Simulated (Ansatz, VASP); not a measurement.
# One calculation of ReRh2, two programs

The input INCAR:

```
SYSTEM = ReRh2
PREC = Accurate
ENCUT = 520
EDIFF = 1E-7
ISMEAR = 0
SIGMA = 0.1
LREAL = .FALSE.
LASPH = .TRUE.
NELM = 60
ALGO = Normal
ISIF = 2
LWAVE = .FALSE.
LCHARG = .FALSE.
GGA = PE
NBANDS = 26
```

KPOINTS

```
Automatic mesh
0
G
  6 6 6
  0 0 0
```

File POSCAR:

```
ReRh2
1.0
    4.1890105255      0.0000000000      0.0000000000
   -2.0945052628      3.6277895319      0.0000000000
    0.0000000000      0.0000000000      2.6629144068
Re Rh
1 2
Direct
    0.0000000000      0.0000000000      0.0000000000
    0.3333333333      0.6666666667      0.5000000000
    0.6666666667      0.3333333333      0.5000000000
```

Input for Ansatz:

```yaml
crystal:
  lattice:
    - [4.1890105255, 0.0, 0.0]
    - [-2.0945052628, 3.6277895319, 0.0]
    - [0.0, 0.0, 2.6629144068]
  atoms:
    - { symbol: Re, position: [0.0, 0.0, 0.0] }
    - { symbol: Rh, position: [0.3333333333, 0.6666666667, 0.5] }
    - { symbol: Rh, position: [0.6666666667, 0.3333333333, 0.5] }
basis:
  ecutwfc: 420
kpoints:
  mp_grid: { grid: [6, 6, 6] }
hamiltonian:
  xc: pbe
scf:
  occupations: { method: gaussian, width: 0.1 }
  lower_state_search: "off"
output:
  forces: true
  stress: true
  eigenvalues: true
```

Alike in both runs: task single point; functional PBE; k mesh 6 × 6 × 6; occupations gaussian, width 0.1 eV; no spin polarisation.

|  | VASP | Ansatz |
| --- | --- | --- |
| version | VASP 6.6.1 | Ansatz 0.2.0 |
| potentials or method | VASP PAW PBE potentials, release 64 (Re, Rh_pv), cutoff 520 eV | scalar-relativistic, plane waves, PAW |
| valence electrons in the cell | 37 | 49 |

```tsv
	VASP	Ansatz	Ansatz less VASP
gap on the k mesh at the Fermi level (eV)	none	none	-
pressure (GPa)	23.2	23.2	-0.05
traceless stress, the component that is largest in VASP (GPa)	-8.80	-8.67	+0.127
```

A gap of «none» marks a metal or a gap that the smearing closes. The functional is the same, so the differences come from potentials, cutoffs and numerics. VASP's potentials hold 37 valence electrons a cell and Ansatz's 49, so a difference there can come from the potentials and not from the codes.

The k mesh is coarse, so the values compare programs but aren't converged. Spin-orbit coupling is off throughout.
